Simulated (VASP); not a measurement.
# SiO2 (P4_2/mnm) in VASP: a series of runs, part 2 of 2

VASP 6.6.1. The steps go on from the part before.

**4. Single point, LDA (volume 8.393 Å^3 an atom, c/a of the conventional cell 0.5537)**

Input file INCAR:

```
  PREC = Accurate
  ENCUT = 910
  EDIFF = 1E-6
  ISMEAR = 0
  SIGMA = 0.05
  LREAL = F
  LASPH = T
  NELM = 120
  ALGO = Normal
  ISIF = 2
  LWAVE = F
  LCHARG = F
  GGA = CA
  NBANDS = 25
  GGA_COMPAT = F
```

Input file KPOINTS:

```
Automatic mesh
0
Gamma
  6 6 10
```

Input file POSCAR:

```
SiO2
1.0
    4.4970872818      0.0000000000      0.0000000000
    0.0000000000      4.4970872818      0.0000000000
    0.0000000000      0.0000000000      2.4900372279
Si O
2 4
Direct
    0.5000000000      0.5000000000      0.5000000000
    0.0000000000      0.0000000000      0.0000000000
    0.6944252994      0.6944252994      0.0000000000
    0.1944252994      0.8055747006      0.5000000000
    0.3055747006      0.3055747006      0.0000000000
    0.8055747006      0.1944252994      0.5000000000
```

Potentials or basis: VASP PAW LDA potentials, release 64 (Si, O_h).

Run with:

```bash
cat potpaw_LDA.64/Si/POTCAR potpaw_LDA.64/O_h/POTCAR > POTCAR
mpirun -np 1 vasp_std > vasp.out
```

OUTCAR:

```text
PREC = Accurate
   ENCUT = 910
   EDIFF = 1E-6
   ISMEAR = 0
   LREAL = F
   LASPH = T
   NELM = 120
   ISIF = 2
   GGA = CA

 ion  position               nearest neighbor table
   1  0.500  0.500  0.500-   3 1.75   5 1.75   3 1.75   5 1.75   4 1.94   6 1.94
   2  0.000  0.000  0.000-   4 1.75   6 1.75   4 1.75   6 1.75   5 1.94   3 1.94
   3  0.694  0.694  0.000-   1 1.75   1 1.75   2 1.94
   4  0.194  0.806  0.500-   2 1.75   2 1.75   1 1.94
   5  0.306  0.306  0.000-   1 1.75   1 1.75   2 1.94
   6  0.806  0.194  0.500-   2 1.75   2 1.75   1 1.94

  LATTYP: Found a simple tetragonal cell.
 ALAT       =     4.4970872818
 C/A-ratio  =     0.5537000000

  Lattice vectors:

 A1 = (   4.4970872818,   0.0000000000,   0.0000000000)
 A2 = (   0.0000000000,   4.4970872818,   0.0000000000)
 A3 = (   0.0000000000,   0.0000000000,   2.4900372279)

Analysis of symmetry for initial positions (statically):
=====================================================================
 Subroutine PRICEL returns:
 Original cell was already a primitive cell.

 Routine SETGRP: Setting up the symmetry group for a
 simple tetragonal supercell.

 Subroutine GETGRP returns: Found 16 space group operations
 (whereof  8 operations were pure point group operations)
 out of a pool of 16 trial point group operations.

The static configuration has the point symmetry D_2h.
 The point group associated with its full space group is D_4h.

Analysis of symmetry for dynamics (positions and initial velocities):
=====================================================================
 Subroutine PRICEL returns:
 Original cell was already a primitive cell.

 Routine SETGRP: Setting up the symmetry group for a
 simple tetragonal supercell.

 Subroutine GETGRP returns: Found 16 space group operations
 (whereof  8 operations were pure point group operations)
 out of a pool of 16 trial point group operations.
[... 125 lines left out ...]
   ISMEAR =     0;   SIGMA  =   0.05  broadening in eV -4-tet -1-fermi 0-gaus
   EFERMI_NEDOS =   21; number of points for ismear=-14 and -15
   IALGO  =     38    algorithm
   IMIX   =      4    mixing-type and parameters
     AMIX     =   0.40;   BMIX     =  1.00
     AMIX_MAG =   1.60;   BMIX_MAG =  1.00
  volume/ion in A,a.u.               =       8.39        56.64
  Fermi-wavevector in a.u.,A,eV,Ry     =   1.407458  2.659709 26.952284  1.980937
  Thomas-Fermi vector in A             =   2.529715
   LORBIT       =      0    0 simple, 1 ext, 2 COOP (PROOUT), +10 PAW based schemes
   GGA     = CA    functional components
   LHFCALC =     F    Hartree Fock is set to
   AEXX    =    0.0000 exact exchange contribution
   IVDW    =     0    specifies the selected vdW correction
   LEPSILON=     F    determine dielectric tensor
   LRPA    =     F    only Hartree local field effects (RPA)
 non-spin polarized calculation
 Gauss-broadening in eV      SIGMA  =   0.05
  energy-cutoff  :      910.00
  volume of cell :       50.36
 maximum number of plane-waves:      3172
 NGX is ok and might be reduce to    48
   NGX = 23   NGY = 23   NGZ = 13

 number of electron      31.9999998 magnetization

 Free energy of the ion-electron system (eV)
  ---------------------------------------------------
  ext. energy  EPLUGINS =         0.00000000
  ---------------------------------------------------
  free energy    TOTEN  =       -50.85330909 eV

  energy without entropy =      -50.85330909  energy(sigma->0) =      -50.85330909

 E-fermi :   7.5717     XC(G=0): -12.2979

 val. band max:        7.2791087845   @ k =   0.0000   0.0000   0.0000
 cond. band min:      11.7138227895   @ k =   0.0000   0.0000   0.0000
 fundamental gap:      4.4347140051
 Fermi energy:         7.5716861226

 k-point     1 :       0.0000    0.0000    0.0000
  band No.  band energies     occupation
      1     -14.2590      2.00000
      2     -11.2348      2.00000
      3     -11.2054      2.00000
      4     -11.2054      2.00000
      5      -3.0911      2.00000
      6       0.7648      2.00000
[... 661 lines left out ...]
     24      20.8711      0.00000
     25      21.1560      0.00000

 [... further k-points ...]
[... 5 lines left out ...]
  --------------------------------------------------------------------------------------
  -------------------------------------------------------------------------------------
  Total      -11.6116543    -11.6116543      8.3651206     -0.0000000      0.0000000      0.0000000
  in kB     -369.4334408   -369.4334408    266.1425520     -0.0000000      0.0000000      0.0000000
  external PRESSURE =    -157.5747765 kB  Pullay stress =       0.0000000 kB

 VOLUME and BASIS-vectors are now :
 -----------------------------------------------------------------------------
  energy-cutoff  :      910.00
  volume of cell :       50.36
      direct lattice vectors                 reciprocal lattice vectors
     4.497087282  0.000000000  0.000000000     0.222366153  0.000000000  0.000000000
     0.000000000  4.497087282  0.000000000     0.000000000  0.222366153  0.000000000
     0.000000000  0.000000000  2.490037228     0.000000000  0.000000000  0.401600421

 POSITION                                       TOTAL-FORCE (eV/Angst)
 -----------------------------------------------------------------------------------
      2.24854      2.24854      1.24502         0.000000     -0.000000     -0.000000
      0.00000      0.00000      0.00000         0.000000     -0.000000     -0.000000
      3.12289      3.12289      0.00000        -1.309131     -1.309131     -0.000000
      0.87435      3.62274      1.24502        -1.309131      1.309131     -0.000000
      1.37420      1.37420      0.00000         1.309131      1.309131      0.000000
      3.62274      0.87435      1.24502         1.309131     -1.309131     -0.000000
 -----------------------------------------------------------------------------------
    total drift:                                0.000000     -0.000000      0.000000

  FREE ENERGIE OF THE ION-ELECTRON SYSTEM (eV)
  ---------------------------------------------------
  free  energy   TOTEN  =       -50.8533090928 eV

  energy  without entropy=      -50.8533090928  energy(sigma->0) =      -50.85330909
```

stdout:

```text
POSCAR found type information on POSCAR SiO
 POSCAR found :  2 types and       6 ions
 scaLAPACK will be used
 LDA part: xc-table for (Slater(with rela. corr.)+CA(PZ))
 , standard interpolation
 POSCAR, INCAR and KPOINTS ok, starting setup
 FFT: planning ... GRIDC
 FFT: planning ... GRID_SOFT
 FFT: planning ... GRID
 WAVECAR not read
 entering main loop
```

Wall time 53 s (1 thread of Intel Xeon 6975P-C (Granite Rapids), shared host); peak memory 0.26 GiB.

What came out:

```yaml
Free_energy: -50.8533 eV
Pressure: -15.8 GPa
Largest_force: 1.851 eV/Å
Band_gap_on_the_k_mesh: 4.43 eV, direct
```

Forces on the atoms (eV/Å):
```
Si   0.000  0.000  0.000
Si   0.000  0.000  0.000
O   -1.309 -1.309  0.000
O   -1.309  1.309  0.000
O    1.309  1.309  0.000
O    1.309 -1.309  0.000
```

Stress tensor (GPa, compression positive):
```
-36.94   0.00   0.00
  0.00 -36.94   0.00
  0.00   0.00  26.61
```

Caveat: the cutoff is under 1.25 times the usual one of these potentials, so pressure, stress and relaxed cells hold a basis-set (Pulay) error; forces of over 1 eV/Å act on the atoms, so gaps and moduli don't describe the material at rest.

**5. Single point, LDA (volume 8.148 Å^3 an atom, c/a of the conventional cell 0.5537)**

Input file INCAR:

```
SYSTEM = SiO2
ALGO     = Normal         ! electronic algorithm
EDIFF    = 1E-6           ! SCF threshold, eV
ENCUT    = 910            ! plane-wave cutoff, eV
GGA      = CA             ! functional
GGA_COMPAT= .FALSE.      
ISIF     = 2              ! what is computed and relaxed
ISMEAR   = 0              ! smearing method
LASPH    = .TRUE.         ! aspherical terms in the spheres
LCHARG   = .FALSE.        ! write CHGCAR
LREAL    = .FALSE.        ! projectors in reciprocal space
LWAVE    = .FALSE.        ! write WAVECAR
NBANDS   = 25             ! bands
NELM     = 120            ! most SCF steps
PREC     = Accurate       ! precision mode
SIGMA    = 0.05           ! smearing width, eV
```

Input file KPOINTS:

```
k-points
0
G
  6 6 10
  0 0 0
```

Changes to POSCAR since step 4:

```diff
@@ -2,5 +2,5 @@
 1.0
-    4.4970872818      0.0000000000      0.0000000000
-    0.0000000000      4.4970872818      0.0000000000
-    0.0000000000      0.0000000000      2.4900372279
+    4.4528963112      0.0000000000      0.0000000000
+    0.0000000000      4.4528963112      0.0000000000
+    0.0000000000      0.0000000000      2.4655686875
 Si O
```

Run with:

```bash
cat potpaw_LDA.64/Si/POTCAR potpaw_LDA.64/O_h/POTCAR > POTCAR
mpirun -np 1 vasp_std > vasp.out
```

Wall time 44 s (1 thread of Intel Xeon 6975P-C (Granite Rapids), shared host); peak memory 0.26 GiB.

It converged, with:

| Item | Value |
| --- | --- |
| Free energy | -50.9567 eV |
| Pressure | -8.0 GPa |
| Largest force | 1.560 eV/Å |
| Band gap on the k mesh | 4.89 eV, direct |

Forces on the atoms (eV/Å):
```
Si   0.000  0.000  0.000
Si   0.000  0.000  0.000
O   -1.103 -1.103  0.000
O   -1.103  1.103  0.000
O    1.103  1.103  0.000
O    1.103 -1.103  0.000
```

Stress tensor (GPa, compression positive):
```
-31.30   0.00   0.00
  0.00 -31.30   0.00
  0.00   0.00  38.63
```

Levels at points of the mesh, in eV from the valence-band top:
```tsv
k point	band 12	band 13	band 14	band 15	band 16	band 17	band 18	band 19	band 20	band 21
(0.00, 0.00, 0.00)	-1.90	-1.43	-0.94	-0.94	0.00	4.89	8.88	9.41	9.41	10.58
(0.50, 0.00, 0.00)	-2.70	-1.60	-1.60	-1.14	-1.14	7.39	7.39	10.08	10.08	10.81
(0.50, 0.50, 0.00)	-2.40	-2.26	-2.26	-1.95	-1.95	7.73	7.73	10.44	10.44	11.52
(0.00, 0.00, 0.50)	-4.47	-2.33	-2.33	-2.29	-2.29	8.09	8.09	11.01	11.01	11.38
(0.50, 0.00, 0.50)	-3.70	-2.19	-2.19	-1.45	-1.45	7.89	7.89	8.20	8.20	11.84
(0.50, 0.50, 0.50)	-4.41	-1.75	-1.75	-1.27	-1.27	6.12	6.12	10.06	10.06	10.75
```

Caveat: the cutoff is under 1.25 times the usual one of these potentials, so pressure, stress and relaxed cells hold a basis-set (Pulay) error; forces of over 1 eV/Å act on the atoms, so gaps and moduli don't describe the material at rest.

**6. Summary**

| potentials or basis | cell | cutoff (eV) | second run | gap on the mesh (eV) | pressure (GPa) | largest force (eV/Å) |
| --- | --- | --- | --- | --- | --- | --- |
| VASP PAW LDA potentials, release 64 (Si, O) | a = 3.868, b = 3.868, c = 2.972 Å, 6 atoms | 520 | - | 4.72 | 12.3 | 0.67 |
| VASP PAW LDA potentials, release 64 (Si, O) | a = 4.367, b = 4.367, c = 2.332 Å, 6 atoms | 520 | - | 6.18 | 30.2 | 0.62 |
| VASP PAW LDA potentials, release 64 (Si, O_h) | a = 4.497, b = 4.497, c = 2.490 Å, 6 atoms | 910 | hard_potentials | 4.43 | -15.8 | 1.85 |
| VASP PAW LDA potentials, release 64 (Si, O_h) | a = 4.453, b = 4.453, c = 2.466 Å, 6 atoms | 910 | hard_potentials | 4.89 | -8.0 | 1.56 |

Alike in all rows: task single point; level LDA; no spin polarisation; k mesh 6 × 6 × 10; smearing gaussian 0.05 eV.

Caveats: the cutoff is under 1.25 times the usual one of these potentials, so pressure, stress and relaxed cells hold a basis-set (Pulay) error (some runs); forces of over 1 eV/Å act on the atoms, so gaps and moduli don't describe the material at rest (some runs).

Absolute energies hang on the potentials; compare differences alone.
